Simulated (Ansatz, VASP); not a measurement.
Two plane-wave programs on AgI

```
Ag I
1.0
     0.00000    3.28857    3.28857
     3.28857    0.00000    3.28857
     3.28857    3.28857    0.00000
Ag I
1 1
Direct
  0.00000 0.00000 0.00000
  0.25000 0.25000 0.25000
```

Alike in both runs: task single point; functional r2SCAN; k mesh 4 × 4 × 4; no spin polarisation.

|  | VASP | Ansatz |
| --- | --- | --- |
| version | VASP 6.6.1 | Ansatz 0.2.0 |
| potentials or method | VASP PAW PBE potentials, release 64 (Ag, I) | plane waves |
| plane-wave cutoff (eV) | 550 | 500 |
| occupations | methfessel-paxton of order 1, width 0.2 eV | cold, width 0.2 eV |
| valence electrons in the cell | 18 | 36 |

Ansatz gave:

```
gap on the k mesh at the Fermi level (eV) : 1.82
pressure (GPa)                            : 0.1
```

Q: Which values does VASP return?

A: gap on the k mesh at the Fermi level (eV): 1.79; pressure (GPa): 0.0.

VASP's potentials were made for PBE, not for r2SCAN. VASP's potentials hold 18 valence electrons a cell and Ansatz's 36, so a difference there can come from the potentials and not from the codes.

Neither program's run includes spin-orbit coupling.
